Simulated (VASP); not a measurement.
# Mg3MoBr2 (P4/mmm) in VASP: notebook

The runs below take Mg3MoBr2 through single point, relaxation of cell and atoms, with PBE.

All numbers are computed with VASP 6.6.1; they aren't measurements. Logs are shortened: lines on timing, memory, paths and dates and some standing lists are left out, and cuts for length are marked.

**1. The cell of the first run**

The structure is tetragonal, space group P4/mmm (No. 123). The conventional cell has a = 4.238 Å, b = 4.238 Å, c = 7.614 Å, α = 90.00°, β = 90.00°, γ = 90.00°. Mg (site symmetry 4mm) has 1 Br at 1.89 Å and 1 Mo at 1.91 Å within 2.5 Å. Within 3.9 Å of Mg (site symmetry 4/mmm) lie 6 Br at 3.00 to 3.81 Å and 8 Mg at 3.54 Å. Within 2.5 Å of Mo (site symmetry 4/mmm) lie 2 Mg at 1.91 Å. Within 3.9 Å of Br (site symmetry 4/mmm) lie 4 Mo at 3.00 Å and 10 Mg at 3.56 to 3.81 Å. Within 2.5 Å of Br (site symmetry 4/mmm) lie 2 Mg at 1.89 Å.

The cell was generated, and may not be a known phase.

**2. Single point, PBE, collinear spin**

Contents of INCAR:

```
PREC     = Accurate       # precision mode
ENCUT    = 520            # plane-wave cutoff, eV
EDIFF    = 1E-6           # SCF threshold, eV
ISMEAR   = 0              # smearing method
SIGMA    = 0.1            # smearing width, eV
LREAL    = F              # projectors in reciprocal space
LASPH    = T              # aspherical terms in the spheres
NELM     = 150            # most SCF steps
ALGO     = Normal         # electronic algorithm
ISIF     = 2              # what is computed and relaxed
LWAVE    = F              # write WAVECAR
LCHARG   = T              # write CHGCAR
ISPIN    = 2              # spin polarisation
MAGMOM   = 0 0 0 1 0 0    # initial moments
LORBIT   = 11             # projections on sites
LMAXMIX  = 4              # l up to which the mixer works
GGA      = PE             # functional
LELF     = T              # ELF
LVHAR    = T            
NBANDS   = 30             # bands
```

Contents of KPOINTS:

```
regular mesh
0
Gamma
  4 4 2
```

Contents of POSCAR:

```
Mg3MoBr2
1.0
    4.2384512700      0.0000000000      0.0000000000
    0.0000000000      4.2384512700      0.0000000000
    0.0000000000      0.0000000000      7.6137017500
Mg Mo Br
3 1 2
Direct
    0.5000000000      0.5000000000      0.7514074900
    0.5000000000      0.5000000000      0.2485925100
    0.0000000000      0.0000000000      0.0000000000
    0.5000000000      0.5000000000      0.5000000000
    0.0000000000      0.0000000000      0.5000000000
    0.5000000000      0.5000000000      0.0000000000
```

Potentials or basis: VASP PAW PBE potentials, release 64 (Mg, Mo_sv, Br).

Run with:

```sh
$ cat potpaw_PBE.64/Mg/POTCAR potpaw_PBE.64/Mo_sv/POTCAR potpaw_PBE.64/Br/POTCAR > POTCAR
$ mpirun -np 1 vasp_std > vasp.out
```

OUTCAR:

```text
PREC = Accurate
   ENCUT = 520
   EDIFF = 1E-6
   ISMEAR = 0
   LREAL = F
   LASPH = T
   NELM = 150
   ISIF = 2
   ISPIN = 2
   LORBIT = 11
   GGA = PE

 ion  position               nearest neighbor table
   1  0.500  0.500  0.751-   6 1.89   4 1.91   3 3.54   3 3.54   3 3.54   3 3.54
   2  0.500  0.500  0.249-   6 1.89   4 1.91   3 3.54   3 3.54   3 3.54   3 3.54
   3  0.000  0.000  0.000-   6 3.00   6 3.00   6 3.00   6 3.00   2 3.54   2 3.54   1 3.54   2 3.54
                             1 3.54   1 3.54   2 3.54   1 3.54
   4  0.500  0.500  0.500-   1 1.91   2 1.91   5 3.00   5 3.00   5 3.00   5 3.00
   5  0.000  0.000  0.500-   4 3.00   4 3.00   4 3.00   4 3.00
   6  0.500  0.500  0.000-   1 1.89   2 1.89   3 3.00   3 3.00   3 3.00   3 3.00

  LATTYP: Found a simple tetragonal cell.
 ALAT       =     4.2384512700
 C/A-ratio  =     1.7963405180

  Lattice vectors:

 A1 = (   4.2384512700,   0.0000000000,   0.0000000000)
 A2 = (   0.0000000000,   4.2384512700,   0.0000000000)
 A3 = (   0.0000000000,   0.0000000000,   7.6137017500)

Analysis of symmetry for initial positions (statically):
=====================================================================
 Subroutine PRICEL returns:
 Original cell was already a primitive cell.

 Routine SETGRP: Setting up the symmetry group for a
 simple tetragonal supercell.

 Subroutine GETGRP returns: Found 16 space group operations
 (whereof 16 operations were pure point group operations)
 out of a pool of 16 trial point group operations.

The static configuration has the point symmetry D_4h.

Analysis of symmetry for dynamics (positions and initial velocities):
=====================================================================
 Subroutine PRICEL returns:
 Original cell was already a primitive cell.

 Routine SETGRP: Setting up the symmetry group for a
 simple tetragonal supercell.

 Subroutine GETGRP returns: Found 16 space group operations
 (whereof 16 operations were pure point group operations)
 out of a pool of 16 trial point group operations.

The dynamic configuration has the point symmetry D_4h.

Analysis of structural, dynamic, and magnetic symmetry:
=====================================================================
 Subroutine PRICEL returns:
 Original cell was already a primitive cell.

 Routine SETGRP: Setting up the symmetry group for a
 simple tetragonal supercell.

 Subroutine GETGRP returns: Found 16 space group operations
 (whereof 16 operations were pure point group operations)
 out of a pool of 16 trial point group operations.

[... 131 lines left out ...]
 NGX is ok and might be reduce to    32
   NGX = 15   NGY = 15   NGZ = 29

 number of electron      33.9999998 magnetization       1.1954123

 Free energy of the ion-electron system (eV)
  ---------------------------------------------------
  ext. energy  EPLUGINS =         0.00000000
  ---------------------------------------------------
  free energy    TOTEN  =        -2.18795178 eV

  energy without entropy =       -2.17207494  energy(sigma->0) =       -2.18001336

 E-fermi :   4.6531     XC(G=0):  -9.1257

 val. band max:        4.6412225107   @ k =   0.2500   0.0000   0.5000
 cond. band min:       4.6693347837   @ k =   0.5000   0.5000   0.5000
 fundamental gap:      0.0281122731
 Fermi energy:         4.6531155252

 spin component 1

 k-point     1 :       0.0000    0.0000    0.0000
  band No.  band energies     occupation
      1     -55.6122      1.00000
      2     -29.9747      1.00000
      3     -29.9747      1.00000
      4     -29.9600      1.00000
      5     -14.7419      1.00000
      6     -11.7160      1.00000
[... 373 lines left out ...]
     28      11.4271      0.00000
     29      11.4271      0.00000
 Fermi energy:         4.6531155252

 spin component 2

 k-point     1 :       0.0000    0.0000    0.0000
  band No.  band energies     occupation
      1     -54.8977      1.00000
      2     -29.3863      1.00000
      3     -29.0704      1.00000
      4     -29.0704      1.00000
      5     -14.7521      1.00000
      6     -11.7208      1.00000
[... 373 lines left out ...]
     28      11.4563      0.00000
     29      11.4563      0.00000
 [bands above 29 left out]

------------------------ aborting loop because EDIFF is reached ----------------------------------------

  FORCE on cell =-STRESS in cart. coord.  units (eV):
  Direction    XX          YY          ZZ          XY          YZ          ZX
  --------------------------------------------------------------------------------------
  -------------------------------------------------------------------------------------
  Total       -0.0851041     -0.0851041     97.8983576      0.0000000      0.0000000      0.0000000
  in kB       -0.9968977     -0.9968977   1146.7684581      0.0000000      0.0000000      0.0000000
  external PRESSURE =     381.5915542 kB  Pullay stress =       0.0000000 kB

 VOLUME and BASIS-vectors are now :
 -----------------------------------------------------------------------------
  energy-cutoff  :      520.00
  volume of cell :      136.78
      direct lattice vectors                 reciprocal lattice vectors
     4.238451270  0.000000000  0.000000000     0.235935236  0.000000000  0.000000000
     0.000000000  4.238451270  0.000000000     0.000000000  0.235935236  0.000000000
     0.000000000  0.000000000  7.613701750     0.000000000  0.000000000  0.131342156

 POSITION                                       TOTAL-FORCE (eV/Angst)
 -----------------------------------------------------------------------------------
      2.11923      2.11923      5.72099         0.000000     -0.000000     -0.334327
      2.11923      2.11923      1.89271        -0.000000      0.000000      0.334327
      0.00000      0.00000      0.00000        -0.000000      0.000000     -0.000000
      2.11923      2.11923      3.80685        -0.000000      0.000000     -0.000000
      0.00000      0.00000      3.80685        -0.000000      0.000000     -0.000000
      2.11923      2.11923      0.00000        -0.000000      0.000000     -0.000000
 -----------------------------------------------------------------------------------
    total drift:                               -0.000000     -0.000000     -0.000000

  FREE ENERGIE OF THE ION-ELECTRON SYSTEM (eV)
  ---------------------------------------------------
  free  energy   TOTEN  =        -2.1879517837 eV

  energy  without entropy=       -2.1720749417  energy(sigma->0) =       -2.18001336

 total charge

# of ion       s       p       d       tot
------------------------------------------
    1        0.311   0.351   0.141   0.803
    2        0.311   0.351   0.141   0.803
    3        0.308   0.057   0.008   0.373
    4        2.280   6.000   4.725  13.005
    5        1.638   3.094   0.036   4.767
    6        1.680   3.547   0.065   5.292
--------------------------------------------------
tot          6.528  13.400   5.115  25.043

 magnetization (x)

# of ion       s       p       d       tot
------------------------------------------
    1       -0.000   0.006   0.010   0.016
    2       -0.000   0.006   0.010   0.016
    3       -0.001  -0.001  -0.000  -0.002
    4        0.011   0.007   1.185   1.203
    5        0.008  -0.033   0.008  -0.018
    6       -0.002  -0.004  -0.003  -0.009
--------------------------------------------------
tot          0.015  -0.020   1.211   1.206
```

stdout:

```text
POSCAR found type information on POSCAR MgMoBr
 POSCAR found :  3 types and       6 ions
 scaLAPACK will be used
 LDA part: xc-table for (Slater+PW92), standard interpolation
 POSCAR, INCAR and KPOINTS ok, starting setup
 FFT: planning ... GRIDC
 FFT: planning ... GRID_SOFT
 FFT: planning ... GRID
 WAVECAR not read
 entering main loop
```

Wall time 2.3 min (1 thread of Intel Xeon 6975P-C (Granite Rapids), shared host); peak memory 0.32 GiB.

What came out:

- Free energy: -2.1880 eV
- Pressure: 38.2 GPa
- Largest force: 0.334 eV/Å
- Net moment: 1.20 μB per cell
- Site moments: Mg +0.02, -0.00 (each value once); Mo +1.20; Br -0.02, -0.01 μB
- Valence electrons inside the program's atomic spheres: Mg 0.80, 0.37 (each value once); Mo 13.01; Br 4.77, 5.29

Forces in eV/Å, atoms in the order of the input:
```
Mg   0.000  0.000 -0.334
Mg   0.000  0.000  0.334
Mg   0.000  0.000  0.000
Mo   0.000  0.000  0.000
Br   0.000  0.000  0.000
Br   0.000  0.000  0.000
```

Caveat: the k points lie up to 0.41 Å⁻¹ apart; atoms lie so close that the PAW spheres overlap strongly, which falsifies energies and pressures.

(Continued in part 2 of 2.)
